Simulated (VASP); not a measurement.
# C (P6_3/mmc) in VASP: further runs

The runs below take C through single point, with PBE.

Program: VASP 6.6.1. These are calculated values, not measurements. Logs are shortened: lines on timing, memory, paths and dates and some standing lists are left out, and cuts for length are marked.

### Step 1. The cell of the first run

The structure is hexagonal, space group P6_3/mmc (No. 194). Conventional cell: a = 2.460 Å, b = 2.460 Å, c = 4.095 Å, α = 90.00°, β = 90.00°, γ = 120.00°. C (site symmetry 3m) has 4 C at 1.51 to 1.53 Å within 2.0 Å.

### Step 2. Single point, PBE (volume changed by -6%)

INCAR reads:

```
  PREC = Accurate
  ENCUT = 520
  EDIFF = 1E-7
  ISMEAR = 0
  SIGMA = 0.01
  LREAL = False
  LASPH = True
  NELM = 100
  ALGO = Normal
  ISIF = 2
  LWAVE = False
  LCHARG = False
  GGA = PE
  NBANDS = 16
```

KPOINTS reads:

```
regular mesh
0
Gamma
  9 9 6
```

POSCAR reads:

```
C
1.0
    2.4602619990      0.0000000000      0.0000000000
   -1.2301309995      2.1306493911      0.0000000000
    0.0000000000      0.0000000000      4.0950873772
C
4
Direct
    0.3333333333      0.6666666667      0.0002342823
    0.6666666667      0.3333333333      0.5002342823
    0.3333333333      0.6666666667      0.3747657177
    0.6666666667      0.3333333333      0.8747657177
```

Potentials or basis: VASP PAW PBE potentials, release 64 (C).

On the command line:

```console
$ cat potpaw_PBE.64/C/POTCAR > POTCAR
$ mpirun -np 1 vasp_std > vasp.out
```

OUTCAR:

```text
PREC = Accurate
   ENCUT = 520
   EDIFF = 1E-7
   ISMEAR = 0
   LREAL = False
   LASPH = True
   NELM = 100
   ISIF = 2
   GGA = PE

 ion  position               nearest neighbor table
   1  0.333  0.667  0.000-   4 1.51   4 1.51   4 1.51   3 1.53
   2  0.667  0.333  0.500-   3 1.51   3 1.51   3 1.51   4 1.53
   3  0.333  0.667  0.375-   2 1.51   2 1.51   2 1.51   1 1.53
   4  0.667  0.333  0.875-   1 1.51   1 1.51   1 1.51   2 1.53

  LATTYP: Found a hexagonal cell.
 ALAT       =     2.4602619990
 C/A-ratio  =     1.6644923910

  Lattice vectors:

 A1 = (   2.4602619990,   0.0000000000,   0.0000000000)
 A2 = (  -1.2301309995,   2.1306493911,   0.0000000000)
 A3 = (   0.0000000000,   0.0000000000,   4.0950873772)

Analysis of symmetry for initial positions (statically):
=====================================================================
 Subroutine PRICEL returns:
 Original cell was already a primitive cell.

 Routine SETGRP: Setting up the symmetry group for a
 hexagonal supercell.

 Subroutine GETGRP returns: Found 24 space group operations
 (whereof  6 operations were pure point group operations)
 out of a pool of 24 trial point group operations.

The static configuration has the point symmetry C_3v.
 The point group associated with its full space group is D_6h.

Analysis of symmetry for dynamics (positions and initial velocities):
=====================================================================
 Subroutine PRICEL returns:
 Original cell was already a primitive cell.

 Routine SETGRP: Setting up the symmetry group for a
 hexagonal supercell.

 Subroutine GETGRP returns: Found 24 space group operations
 (whereof  6 operations were pure point group operations)
 out of a pool of 24 trial point group operations.

The dynamic configuration has the point symmetry C_3v.
 The point group associated with its full space group is D_6h.

 Subroutine INISYM returns: Found 24 space group operations
 (whereof  6 operations are pure point group operations),
 and found     1 'primitive' translations

----------------------------------------------------------------------------------------

                                     Primitive cell

  volume of cell :      21.4663

  direct lattice vectors                    reciprocal lattice vectors
     2.460261999  0.000000000  0.000000000     0.406460775  0.234670238  0.000000000
    -1.230131000  2.130649391  0.000000000     0.000000000  0.469340476  0.000000000
     0.000000000  0.000000000  4.095087377     0.000000000  0.000000000  0.244195034

  length of vectors
     2.460261999  2.460261999  4.095087377     0.469340476  0.469340476  0.244195034

  position of ions in fractional coordinates (direct lattice)
     0.333333333  0.666666667  0.000234282
     0.666666667  0.333333333  0.500234282
     0.333333333  0.666666667  0.374765718
     0.666666667  0.333333333  0.874765718

  ion indices of the primitive-cell ions
   primitive index   ion index
                 1           1
                 2           2
                 3           3
                 4           4

----------------------------------------------------------------------------------------

 KPOINTS: regular mesh

Automatic generation of k-mesh.
 Grid dimensions read from file:
 generate k-points for:    9    9    6

 Generating k-lattice:

  Cartesian coordinates                     Fractional coordinates (reciprocal lattice)
     0.045162308  0.026074471  0.000000000     0.111111111  0.000000000  0.000000000
     0.000000000  0.052148942  0.000000000     0.000000000  0.111111111  0.000000000
     0.000000000  0.000000000  0.040699172     0.000000000  0.000000000  0.166666667

  Length of vectors
     0.052148942  0.052148942  0.040699172

  Shift w.r.t. Gamma in fractional coordinates (k-lattice)
     0.000000000  0.000000000  0.000000000

 Subroutine IBZKPT returns following result:
 ===========================================

 Found     48 irreducible k-points:

 Following reciprocal coordinates:
            Coordinates               Weight
  0.000000  0.000000  0.000000      1.000000
  0.111111  0.000000  0.000000      6.000000
  0.222222  0.000000  0.000000      6.000000
  0.333333  0.000000  0.000000      6.000000
  0.444444  0.000000  0.000000      6.000000
  0.111111  0.111111  0.000000      6.000000
[... 16 lines left out ...]
  0.333333  0.222222  0.166667     24.000000
  0.333333  0.333333  0.166667      4.000000
 [... further k-points ...]
   k-points           NKPTS =     48   k-points in BZ     NKDIM =     48   number of bands    NBANDS=     16
   number of dos      NEDOS =    301   number of ions     NIONS =      4
   total plane-waves  NPLWV =   9720
   dimension x,y,z NGX =    18 NGY =   18 NGZ =   30
   dimension x,y,z NGXF=    36 NGYF=   36 NGZF=   60
   ions per type =               4
   NGX,Y,Z   is equivalent  to a cutoff of  12.16, 12.16, 12.18 a.u.
   NGXF,Y,Z  is equivalent  to a cutoff of  24.33, 24.33, 24.36 a.u.
 SYSTEM =  unknown system
   PREC   = accura    normal or accurate (medium, high low for compatibility)
   ISTART =      0    job   : 0-new  1-cont  2-samecut
   ICHARG =      2    charge: 1-file 2-atom 10-const
   ISPIN  =      1    spin polarized calculation?
   LNONCOLLINEAR =      F non collinear calculations
   LSORBIT =      F    spin-orbit coupling
   LASPH  =      T    aspherical Exc in radial PAW
   ENCUT  =  520.0 eV  38.22 Ry    6.18 a.u.   4.57  4.57  7.61*2*pi/ulx,y,z
   NELM   =    100;   NELMIN=  2; NELMDL= -5     # of ELM steps
   EDIFF  = 0.1E-06   stopping-criterion for ELM
   LREAL  =      F    real-space projection
   EDIFFG = 0.1E-05   stopping-criterion for IOM
   NSW    =      0    number of steps for IOM
   IBRION =     -1    ionic relax: 0-MD 1-quasi-New 2-CG
   NFREE  =      0    steps in history (QN), initial steepest desc. (CG)
   ISIF   =      2    stress and relaxation
   ISYM   =      2    0-nonsym 1-usesym 2-fastsym
   POTIM  = 0.5000    time-step for ionic-motion
   TEBEG  =    0.0;   TEEND  =   0.0 temperature during run
   PSTRESS=    0.0 pullay stress
   NELECT =      16.0000    total number of electrons
   NUPDOWN=      -1.0000    fix difference up-down
   EMIN   =  10.00;   EMAX   =-10.00  energy-range for DOS
   EFERMI =   0.00;   METHOD = LEGACY
   ISMEAR =     0;   SIGMA  =   0.01  broadening in eV -4-tet -1-fermi 0-gaus
   EFERMI_NEDOS =   21; number of points for ismear=-14 and -15
   IALGO  =     38    algorithm
   IMIX   =      4    mixing-type and parameters
     AMIX     =   0.40;   BMIX     =  1.00
     AMIX_MAG =   1.60;   BMIX_MAG =  1.00
  volume/ion in A,a.u.               =       5.37        36.22
  Fermi-wavevector in a.u.,A,eV,Ry     =   1.484326  2.804970 29.976681  2.203224
  Thomas-Fermi vector in A             =   2.597877
   LORBIT       =      0    0 simple, 1 ext, 2 COOP (PROOUT), +10 PAW based schemes
   GGA     = PE    functional components
   LHFCALC =     F    Hartree Fock is set to
   AEXX    =    0.0000 exact exchange contribution
   IVDW    =     0    specifies the selected vdW correction
   LEPSILON=     F    determine dielectric tensor
   LRPA    =     F    only Hartree local field effects (RPA)
 non-spin polarized calculation
 Gauss-broadening in eV      SIGMA  =   0.01
  energy-cutoff  :      520.00
  volume of cell :       21.47
 maximum number of plane-waves:       592
   NGX =  9   NGY =  9   NGZ = 15

 number of electron      15.9999996 magnetization

 Free energy of the ion-electron system (eV)
  ---------------------------------------------------
  ext. energy  EPLUGINS =         0.00000000
  ---------------------------------------------------
  free energy    TOTEN  =       -36.14156764 eV

  energy without entropy =      -36.14156764  energy(sigma->0) =      -36.14156764

 E-fermi :  11.0201     XC(G=0): -13.5249

 val. band max:       10.8613793395   @ k =   0.0000   0.0000   0.0000
 cond. band min:      13.9863100783   @ k =   0.3333   0.3333   0.0000
 fundamental gap:      3.1249307387
 Fermi energy:        11.0200782826

 k-point     1 :       0.0000    0.0000    0.0000
  band No.  band energies     occupation
      1     -11.7113      2.00000
      2      -5.8206      2.00000
      3      -3.4872      2.00000
      4       7.6049      2.00000
      5       7.6049      2.00000
      6      10.3421      2.00000
[... 8 lines left out ...]
     15      26.3821      0.00000
     16      29.1228      0.00000

 k-point     2 :       0.1111    0.0000    0.0000
  band No.  band energies     occupation
      1     -11.3928      2.00000
      2      -5.5358      2.00000
      3      -3.1861      2.00000
      4       6.1151      2.00000
      5       6.9722      2.00000
      6       9.5944      2.00000
[... 8 lines left out ...]
     15      26.7038      0.00000
     16      27.7172      0.00000

 k-point     3 :       0.2222    0.0000    0.0000
  band No.  band energies     occupation
      1     -10.4436      2.00000
      2      -4.6859      2.00000
      3      -2.3211      2.00000
      4       2.9981      2.00000
      5       5.7450      2.00000
      6       6.9268      2.00000
[... 8 lines left out ...]
     15      25.7776      0.00000
     16      27.4285      0.00000

 k-point     4 :       0.3333    0.0000    0.0000
  band No.  band energies     occupation
      1      -8.8903      2.00000
      2      -3.2900      2.00000
      3      -1.3759      2.00000
      4       0.0405      2.00000
      5       3.9787      2.00000
      6       4.6901      2.00000
[... 8 lines left out ...]
     15      26.4896      0.00000
     16      27.7974      0.00000

 k-point     5 :       0.4444    0.0000    0.0000
  band No.  band energies     occupation
      1      -6.8683      2.00000
      2      -3.6622      2.00000
      3      -1.4344      2.00000
      4       0.8165      2.00000
      5       1.2692      2.00000
      6       4.1138      2.00000
[... 8 lines left out ...]
     15      28.0412      0.00000
     16      29.6316      0.00000

 k-point     6 :       0.1111    0.1111    0.0000
  band No.  band energies     occupation
      1     -10.7588      2.00000
      2      -4.9683      2.00000
      3      -2.6009      2.00000
      4       4.1988      2.00000
      5       5.5964      2.00000
      6       7.9229      2.00000
[... 8 lines left out ...]
     15      26.5523      0.00000
     16      27.3674      0.00000
[... 267 lines left out ...]
 k-point    21 :       0.4444    0.1111    0.1667
  band No.  band energies     occupation
      1      -5.7878      2.00000
      2      -4.1067      2.00000
      3      -1.6326      2.00000
      4      -0.0785      2.00000
      5       2.3746      2.00000
      6       3.2660      2.00000
[... 8 lines left out ...]
     15      27.4428      0.00000
     16      29.7156      0.00000

 k-point    22 :       0.2222    0.2222    0.1667
  band No.  band energies     occupation
      1      -7.7905      2.00000
      2      -3.5725      2.00000
      3      -0.7344      2.00000
      4       1.6290      2.00000
      5       1.8193      2.00000
      6       3.1490      2.00000
[... 8 lines left out ...]
     15      25.0519      0.00000
     16      27.6712      0.00000

 k-point    23 :       0.3333    0.2222    0.1667
  band No.  band energies     occupation
      1      -5.8184      2.00000
      2      -3.0280      2.00000
      3      -1.5976      2.00000
      4       0.6067      2.00000
      5       1.0565      2.00000
      6       2.9645      2.00000
[... 8 lines left out ...]
     15      26.6849      0.00000
     16      28.1383      0.00000

 k-point    24 :       0.3333    0.3333    0.1667
  band No.  band energies     occupation
      1      -4.0628      2.00000
      2      -4.0628      2.00000
      3      -0.7057      2.00000
      4       0.0143      2.00000
      5       0.0143      2.00000
      6       2.9486      2.00000
[... 8 lines left out ...]
     15      27.2388      0.00000
     16      27.2388      0.00000

 [... further k-points ...]

------------------------ aborting loop because EDIFF is reached ----------------------------------------

  FORCE on cell =-STRESS in cart. coord.  units (eV):
  Direction    XX          YY          ZZ          XY          YZ          ZX
  --------------------------------------------------------------------------------------
  -------------------------------------------------------------------------------------
  Total        4.1381591      4.1381591      4.1853430      0.0000000      0.0000000     -0.0000000
  in kB      308.8597020    308.8597020    312.3813607      0.0000000      0.0000000     -0.0000000
  external PRESSURE =     310.0335883 kB  Pullay stress =       0.0000000 kB

 VOLUME and BASIS-vectors are now :
 -----------------------------------------------------------------------------
  energy-cutoff  :      520.00
  volume of cell :       21.47
      direct lattice vectors                 reciprocal lattice vectors
     2.460261999  0.000000000  0.000000000     0.406460775  0.234670238  0.000000000
    -1.230131000  2.130649391  0.000000000     0.000000000  0.469340476  0.000000000
     0.000000000  0.000000000  4.095087377     0.000000000  0.000000000  0.244195034

 POSITION                                       TOTAL-FORCE (eV/Angst)
 -----------------------------------------------------------------------------------
     -0.00000      1.42043      0.00096        -0.000000      0.000000      0.079842
      1.23013      0.71022      2.04850         0.000000      0.000000      0.079842
     -0.00000      1.42043      1.53470        -0.000000      0.000000     -0.079842
      1.23013      0.71022      3.58224         0.000000     -0.000000     -0.079842
 -----------------------------------------------------------------------------------
    total drift:                               -0.000000      0.000000     -0.000032

  FREE ENERGIE OF THE ION-ELECTRON SYSTEM (eV)
  ---------------------------------------------------
  free  energy   TOTEN  =       -36.1415676377 eV

  energy  without entropy=      -36.1415676377  energy(sigma->0) =      -36.14156764
```

Wall time 7.2 s (1 thread of AMD EPYC 9R14 (Zen 4), shared host); peak memory 0.1 GiB.

Results:

- Free energy: -36.1416 eV
- Pressure: 31.0 GPa
- Largest force: 0.080 eV/Å
- Band gap on the k mesh: 3.12 eV, indirect (least direct gap 5.07 eV)

Forces in eV/Å, atoms in the order of the input:
```
C    0.000  0.000  0.080
C    0.000  0.000  0.080
C    0.000  0.000 -0.080
C    0.000  0.000 -0.080
```

Stress tensor (GPa, compression positive):
```
30.89  0.00  0.00
 0.00 30.89  0.00
 0.00  0.00 31.24
```

 A k mesh can miss the band edges.

(Part 1 of 2 ends here.)
